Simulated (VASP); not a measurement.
## Ir: single point with r2SCAN

The system is Ir.

```xyz
1
Lattice="2.5864 0.0000 0.0000 0.0000 2.5864 0.0000 0.0000 0.0000 2.5864" Properties=species:S:1:pos:R:3 pbc="T T T"
Ir    0.0000    0.0000    0.0000
```

This isn't the form of Ir at room conditions, which is fcc.

- Program: VASP 6.6.1
- Task: single point
- Functional: r2SCAN
- Potentials or basis: VASP PAW PBE potentials, release 64 (Ir)
- Cutoff: 520 eV
- k mesh: 20 × 20 × 20
- Occupations: fermi-dirac, width 0.05 eV
- Spin: collinear spin
- Starting moments: [1.0] μB
- Dipole correction: no
- Further INCAR settings: ALGO = Normal; EDIFF = 1e-06; NBANDS = 14

| Property | Result |
| --- | --- |
| Pressure | -8.6 GPa |
| Net moment | 0.00 μB per cell |
| Valence electrons inside the program's atomic spheres | Ir 8.22 |

Levels at points of the mesh, in eV from the Fermi level:
Spin up:
```tsv
k point	band 1	band 2	band 3	band 4	band 5	band 6	band 7	band 8	band 9
(0.00, 0.00, 0.00)	-9.16	-6.01	-6.01	1.28	1.28	1.28	16.25	16.25	16.25
(0.50, 0.00, 0.00)	-6.22	-5.29	-1.46	-1.46	-0.63	1.55	5.99	17.28	21.08
(0.50, 0.50, 0.00)	-6.36	-4.75	-0.95	-0.95	3.36	4.78	4.78	11.54	14.81
(0.50, 0.50, 0.50)	-5.16	-5.16	-5.16	3.55	3.55	10.23	11.04	11.04	11.04
```
Spin down:
```csv
k point,band 1,band 2,band 3,band 4,band 5,band 6,band 7,band 8,band 9
"(0.00, 0.00, 0.00)",-9.16,-6.01,-6.01,1.28,1.28,1.28,16.25,16.25,16.25
"(0.50, 0.00, 0.00)",-6.22,-5.29,-1.46,-1.46,-0.63,1.55,5.99,17.28,21.08
"(0.50, 0.50, 0.00)",-6.36,-4.75,-0.95,-0.95,3.36,4.78,4.78,11.54,14.81
"(0.50, 0.50, 0.50)",-5.16,-5.16,-5.16,3.55,3.55,10.23,11.04,11.04,11.04
```

Wall time 3.4 min on 1 thread of Intel(R) Xeon(R) Platinum 8488C (Sapphire Rapids), on a shared host, peak memory 0.22 GiB.

Caveat: the cell stands under tension; the PAW data sets were made with another functional, which shifts forces and pressure a little; spin-orbit coupling is left out, which moves the levels of the heavy elements.
